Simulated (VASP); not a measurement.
Write the native input for VASP 6.6.1 that does the following.

```
Task                   : single point
Functional             : PBE
Potentials or basis    : VASP PAW PBE potentials, release 64 (Ta_pv, Si)
Cutoff                 : 500 eV
k mesh                 : 4 × 4 × 4
Occupations            : gaussian, width 0.1 eV
Spin                   : no spin polarisation
Dipole correction      : no
Further INCAR settings : ALGO = Normal; EDIFF = 1e-06; NBANDS = 20
```

The structure of TaSi3 lies in POSCAR:

```
TaSi3
1.0
    4.0087369600      0.0000000000      0.0000000000
    0.0000000000      4.0087369600      0.0000000000
    0.0000000000      0.0000000000      4.0087369600
Ta Si
1 3
Direct
    0.5000000000      0.5000000000      0.5000000000
    0.5000000000      0.0000000000      0.0000000000
    0.0000000000      0.5000000000      0.0000000000
    0.0000000000      0.0000000000      0.5000000000
```

The cell was built from a structure type or drawn by symmetry, and may not be a known phase.

The input as run:

INCAR

```
SYSTEM = TaSi3
PREC = Accurate ; ENCUT = 500
EDIFF = 1E-6 ; ISMEAR = 0
SIGMA = 0.1 ; LREAL = .False.
LASPH = .True. ; NELM = 120
ALGO = Normal ; ISIF = 2
LWAVE = .False. ; LCHARG = .False.
GGA = PE ; NBANDS = 20
GGA_COMPAT = .False.
```

KPOINTS

```
Automatic mesh
0
Gamma
  4 4 4
  0 0 0
```

Potentials or basis: VASP PAW PBE potentials, release 64 (Ta_pv, Si).

Launch:

```bash
$ cat potpaw_PBE.64/Ta_pv/POTCAR potpaw_PBE.64/Si/POTCAR > POTCAR
$ mpirun -np 1 vasp_std > vasp.out
```

Results of the run:

* Pressure: -10.7 GPa
* Band gap on the k mesh: zero (an odd number of electrons rules out a gap without spin polarisation)

Caveat: the k points lie up to 0.39 Å⁻¹ apart, too coarse for converged energies and pressures of a metal; spin-orbit coupling is left out, which moves the levels of the heavy elements.

Wall time 14 s on 1 thread of Intel Xeon 8259CL (shared host), peak memory 0.17 GiB.
